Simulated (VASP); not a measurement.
Input of a VASP 6.6.1 run:

File INCAR:

```
SYSTEM = HgW
PREC = Accurate
ENCUT = 600
EDIFF = 1E-7
ISMEAR = 0
SIGMA = 0.1
LREAL = .False.
LASPH = .True.
NELM = 100
ALGO = Fast
ISIF = 3
LWAVE = .False.
LCHARG = .False.
GGA = PE
IBRION = 2
NSW = 100
EDIFFG = -0.01
```

KPOINTS

```
Automatic mesh
0
Gamma
  16 16 16
  0 0 0
```

The input POSCAR:

```
HgW
1.0
    3.2908653831      0.0000000000      0.0000000000
    0.0000000000      3.2908653831      0.0000000000
    0.0000000000      0.0000000000      3.2908653831
Hg W
1 1
Direct
    0.0000000000      0.0000000000      0.0000000000
    0.5000000000      0.5000000000      0.5000000000
```

Potentials or basis: VASP PAW PBE potentials, release 64 (Hg, W_sv).

Run with:

```sh
$ cat potpaw_PBE.64/Hg/POTCAR potpaw_PBE.64/W_sv/POTCAR > POTCAR
$ mpirun -np 1 vasp_std > vasp.out
```

(1) What does it give for the relaxed cell?

(2) What does it give for the band gap on the k mesh?

(3) What does it give for the relaxed volume?

Answers

(1) a = 3.298 Å, b = 3.298 Å, c = 3.298 Å, α = 90.00°, β = 90.00°, γ = 90.00°.

(2) zero (bands 13 and 14 overlap by 2.62 eV).

(3) 17.94 Å³/atom.

Caveat: spin-orbit coupling is left out, which moves the levels of the heavy elements.
